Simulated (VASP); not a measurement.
# Si2W (fluorite type) (Fm-3m) in VASP: further runs, part 2 of 2

VASP 6.6.1. Earlier steps stand in the parts before.

## Step 4: Relaxation of cell and atoms, PBE, target pressure 0.026 GPa, at which the enthalpy is minimised

This run uses another cell than the first one, of 13.67 Å³/atom, 0.799 times its volume.

File INCAR:

```
PREC = Accurate ; ENCUT = 600
EDIFF = 1E-6 ; ISMEAR = -1
SIGMA = 0.05 ; LREAL = F
LASPH = T ; NELM = 80
ALGO = Normal ; ISIF = 3
LWAVE = F ; LCHARG = F
GGA = PE ; IBRION = 2
NSW = 60 ; EDIFFG = -0.005
PSTRESS = 0.26
```

File KPOINTS:

```
Automatic mesh
0
Gamma
  9 9 9
```

File POSCAR:

```
Si2W
1.0
    0.0000000000      2.7371316354      2.7371316354
    2.7371316354      0.0000000000      2.7371316354
    2.7371316354      2.7371316354      0.0000000000
W Si
1 2
Direct
    0.0000000000      0.0000000000      0.0000000000
    0.2500000000      0.2500000000      0.2500000000
    0.7500000000      0.7500000000      0.7500000000
```

Potentials or basis: VASP PAW PBE potentials, release 64 (W_sv, Si).

Command:

```sh
> cat potpaw_PBE.64/W_sv/POTCAR potpaw_PBE.64/Si/POTCAR > POTCAR
> mpirun -np 1 vasp_std > vasp.out
```

OUTCAR:

```text
PREC = Accurate
   ENCUT = 600
   EDIFF = 1E-6
   ISMEAR = -1
   LREAL = F
   LASPH = T
   NELM = 80
   ISIF = 3
   GGA = PE
   IBRION = 2
   NSW = 60
   EDIFFG = -0.005
   PSTRESS = 0.26

 ion  position               nearest neighbor table
   1  0.000  0.000  0.000-   3 2.37   3 2.37   3 2.37   2 2.37   3 2.37   2 2.37   2 2.37   2 2.37

   2  0.250  0.250  0.250-   1 2.37   1 2.37   1 2.37   1 2.37   3 2.74   3 2.74   3 2.74   3 2.74
                             3 2.74   3 2.74
   3  0.750  0.750  0.750-   1 2.37   1 2.37   1 2.37   1 2.37   2 2.74   2 2.74   2 2.74   2 2.74
                             2 2.74   2 2.74

  LATTYP: Found a face centered cubic cell.
 ALAT       =     5.4742632708

  Lattice vectors:

 A1 = (   0.0000000000,   2.7371316354,   2.7371316354)
 A2 = (   2.7371316354,   0.0000000000,   2.7371316354)
 A3 = (   2.7371316354,   2.7371316354,   0.0000000000)

Analysis of symmetry for initial positions (statically):
=====================================================================
 Subroutine PRICEL returns:
 Original cell was already a primitive cell.

 Routine SETGRP: Setting up the symmetry group for a
 face centered cubic supercell.

 Subroutine GETGRP returns: Found 48 space group operations
 (whereof 48 operations were pure point group operations)
 out of a pool of 48 trial point group operations.
[... 144 lines left out ...]
   AEXX    =    0.0000 exact exchange contribution
   IVDW    =     0    specifies the selected vdW correction
   LEPSILON=     F    determine dielectric tensor
   LRPA    =     F    only Hartree local field effects (RPA)
 conjugate gradient relaxation of ions
 non-spin polarized calculation
  energy-cutoff  :      600.00
  volume of cell :       41.01
 maximum number of plane-waves:      1384
   NGX = 15   NGY = 15   NGZ = 15

--------------------------------------- Ionic step        1  -------------------------------------------

 number of electron      21.9999999 magnetization

 Free energy of the ion-electron system (eV)
  ---------------------------------------------------
  ext. energy  EPLUGINS =         0.00000000
  ---------------------------------------------------
  free energy    TOTEN  =       -20.98553669 eV

  energy without entropy =      -20.97140009  energy(sigma->0) =      -20.97846839

 E-fermi :  11.3790     XC(G=0): -12.2044

 val. band max:       11.3771129929   @ k =   0.4444   0.1111   0.0000
 cond. band min:      11.4381257208   @ k =  -0.2222   0.1111   0.0000
 fundamental gap:      0.0610127279
 Fermi energy:        11.3790464256
[... 985 lines left out ...]
  energy  without entropy=      -22.2237407016  energy(sigma->0) =      -22.23373046

  enthalpy is  TOTEN    =       -22.2352905340 eV   P V=        0.0084296778

[... ionic steps 4 to 16 ...]

--------------------------------------- Ionic step       17  -------------------------------------------

 number of electron      22.0000003 magnetization

------------------------ aborting loop because EDIFF is reached ----------------------------------------
[... 73 lines left out ...]
--------------------------------------- Ionic step       19  -------------------------------------------

 number of electron      22.0000003 magnetization

 Free energy of the ion-electron system (eV)
  ---------------------------------------------------
  ext. energy  EPLUGINS =         0.00000000
  ---------------------------------------------------
  free energy    TOTEN  =       -22.24670693 eV

  energy without entropy =      -22.22604455  energy(sigma->0) =      -22.23637574

 E-fermi :   8.3687     XC(G=0): -11.1609

 val. band max:        8.3559029754   @ k =  -0.3333   0.2222   0.0000
 cond. band min:       8.3752163115   @ k =   0.4444   0.1111   0.0000
 fundamental gap:      0.0193133361
 Fermi energy:         8.3686716335
[... 466 lines left out ...]
  energy  without entropy=      -22.2260445502  energy(sigma->0) =      -22.23637574

  enthalpy is  TOTEN    =       -22.2383781367 eV   P V=        0.0083287947

 reached required accuracy - stopping structural energy minimisation
```

OSZICAR:

```text
N       E                     dE             d eps       ncg     rms          rms(c)
DAV:   1     0.141592579483E+03    0.14159E+03   -0.12187E+04  1050   0.163E+03
DAV:   2    -0.167886417689E+02   -0.15838E+03   -0.15616E+03  1225   0.384E+02
DAV:   3    -0.213103853019E+02   -0.45217E+01   -0.44282E+01  1414   0.556E+01
DAV:   4    -0.213460216284E+02   -0.35636E-01   -0.35595E-01  1183   0.580E+00
[... 112 lines left out ...]
DAV:   1    -0.222468246117E+02   -0.14260E-03   -0.24495E-03  1239   0.592E-01    0.122E-01
DAV:   2    -0.222467303831E+02    0.94229E-04   -0.10321E-03  1204   0.221E-01    0.288E-02
DAV:   3    -0.222467112103E+02    0.19173E-04   -0.93574E-05  1190   0.506E-02    0.119E-02
DAV:   4    -0.222467073615E+02    0.38488E-05   -0.88985E-06  1106   0.295E-02    0.792E-03
DAV:   5    -0.222467069314E+02    0.43010E-06   -0.51680E-07   525   0.694E-03
  19 F= -.22238378E+02 E0= -.22228047E+02  d E =-.619257E-04
```

Run time: 2.2 min. Hardware: 1 thread of Intel Xeon Platinum 8375C at 2.90GHz (Ice Lake), shared host; peak memory 0.2 GiB.

Results:

| Item | Value |
| --- | --- |
| Free energy | -22.2467 eV |
| Relaxed volume | 17.11 Å³/atom |
| Relaxed cell | a = 4.171 Å, b = 4.171 Å, c = 4.171 Å, α = 60.00°, β = 60.00°, γ = 60.00° |
| Space group after relaxing (to 0.05 Å) | Fm-3m (No. 225) |
| Energy change on relaxing (the enthalpy is what falls) | -420.4 meV/atom |
| Ionic steps | 19 |
| Pressure after relaxing | 0.1 GPa |
| Band gap on the k mesh | zero (band 11 reaches 9.06 eV, above the bottom of band 12 at 7.52 eV) |

Step by step:
| step | energy change (eV) | largest force (eV/Å) | pressure (GPa) | volume (Å³) |
| --- | --- | --- | --- | --- |
| 1 | 0.0000 | 0.0000 | 47.85 | 41.01 |
| 2 | 0.5189 | 0.0000 | -22.37 | 70.31 |
| 3 | -1.2582 | 0.0000 | -1.57 | 51.95 |
| 4 | -1.2610 | 0.0000 | -0.32 | 51.47 |
| 5 | -1.2611 | 0.0000 | 0.27 | 51.24 |
| 6 | -1.2611 | 0.0000 | 0.27 | 51.24 |
| 7 | -1.2611 | 0.0000 | 0.26 | 51.25 |
| 8 | -1.2611 | 0.0000 | 0.27 | 51.25 |
| 9 | -1.2611 | 0.0000 | 0.26 | 51.25 |
| 10 | -1.2611 | 0.0000 | 0.26 | 51.25 |
| 11 | -1.2611 | 0.0000 | 0.26 | 51.25 |
| 12 | -1.2611 | 0.0000 | 0.26 | 51.25 |
| 13 | -1.2611 | 0.0000 | 0.26 | 51.25 |
| 14 | -1.2611 | 0.0000 | 0.26 | 51.25 |
| 15 | -1.2611 | 0.0000 | 0.25 | 51.25 |
| 16 | -1.2611 | 0.0000 | 0.25 | 51.26 |
| 17 | -1.2611 | 0.0000 | 0.22 | 51.27 |
| 18 | -1.2611 | 0.0000 | 0.16 | 51.29 |
| 19 | -1.2612 | 0.0000 | 0.06 | 51.32 |

Final structure:
```
W Si
1.0
     0.00000    2.94960    2.94960
     2.94960    0.00000    2.94960
     2.94960    2.94960    0.00000
W Si
1 2
Direct
  0.00000 0.00000 0.00000
  0.25000 0.25000 0.25000
  0.75000 0.75000 0.75000
```

Caveat: the cell is relaxed towards a set pressure, so the enthalpy falls and the energy may rise; the volume moved by over 15 % at a fixed basis, so the end points are rough; spin-orbit coupling is left out, which moves the levels of the heavy elements.

## Step 5: Relaxation of cell and atoms, PBE, target pressure 0.026 GPa, at which the enthalpy is minimised

File INCAR:

```
PREC = Accurate
ENCUT = 600
EDIFF = 1E-7
ISMEAR = -1
SIGMA = 0.05
LREAL = False
LASPH = True
NELM = 60
ALGO = Normal
ISIF = 3
LWAVE = False
LCHARG = False
GGA = PE
IBRION = 2
NSW = 32
EDIFFG = -0.005
PSTRESS = 0.26
```

KPOINTS is that of step 4.

File POSCAR:

```
Si2W
1.0
    0.0000000000      2.9495518264      2.9495518264
    2.9495518264      0.0000000000      2.9495518264
    2.9495518264      2.9495518264      0.0000000000
W Si
1 2
Direct
    0.0000000000      0.0000000000      0.0000000000
    0.2500000000      0.2500000000      0.2500000000
    0.7500000000      0.7500000000      0.7500000000
```

Command:

```sh
> cat potpaw_PBE.64/W_sv/POTCAR potpaw_PBE.64/Si/POTCAR > POTCAR
> mpirun -np 1 vasp_std > vasp.out
```

It took 58 s on 1 thread of Intel Xeon Platinum 8375C at 2.90GHz (Ice Lake), shared host; peak memory 0.21 GiB.

It converged, with:

| Property | Result |
| --- | --- |
| Free energy | -22.2487 eV |
| Relaxed volume | 17.11 Å³/atom |
| Relaxed cell | a = 4.172 Å, b = 4.172 Å, c = 4.172 Å, α = 60.00°, β = 60.00°, γ = 60.00° |
| Space group after relaxing (to 0.05 Å) | Fm-3m (No. 225) |
| Energy change on relaxing (the enthalpy is what falls) | -0.0 meV/atom |
| Ionic steps | 3 |
| Pressure after relaxing | 0.0 GPa |
| Band gap on the k mesh | zero (band 11 reaches 9.05 eV, above the bottom of band 12 at 7.52 eV) |

Final structure:
```
W Si
1.0
     0.00000    2.94996    2.94996
     2.94996    0.00000    2.94996
     2.94996    2.94996    0.00000
W Si
1 2
Direct
  0.00000 0.00000 0.00000
  0.25000 0.25000 0.25000
  0.75000 0.75000 0.75000
```

Levels at points of the mesh, in eV from the Fermi level:
| k point | band 7 | band 8 | band 9 | band 10 | band 11 | band 12 | band 13 | band 14 | band 15 |
| --- | --- | --- | --- | --- | --- | --- | --- | --- | --- |
| (0.00, 0.00, 0.00) | -4.40 | -4.40 | -2.36 | -0.90 | -0.90 | 3.76 | 3.76 | 3.76 | 4.36 |

Caveat: the cell is relaxed towards a set pressure, so the enthalpy falls and the energy may rise; spin-orbit coupling is left out, which moves the levels of the heavy elements.

## Step 6: Summary

```csv
task,cell,cutoff (eV),gap on the mesh (eV),pressure (GPa)
single point,"a = 4.171 Å, angles 60.0°, 3 atoms",520,none,0.1
relaxation of cell and atoms,"relaxed to 0.026 GPa from a = 3.871 Å, angles 60.0°, 3 atoms",600,none,0.1
relaxation of cell and atoms,"relaxed to 0.026 GPa from a = 4.171 Å, angles 60.0°, 3 atoms",600,none,0.0
```

Alike in all rows: level PBE; potentials or basis VASP PAW PBE potentials, release 64 (W_sv, Si); no spin polarisation; k mesh 9 × 9 × 9; smearing fermi-dirac 0.05 eV.

Caveats: spin-orbit coupling is left out, which moves the levels of the heavy elements; the cell is relaxed towards a set pressure, so the enthalpy falls and the energy may rise (some runs); the volume moved by over 15 % at a fixed basis, so the end points are rough (some runs).

Absolute energies hang on the potentials; compare differences alone.
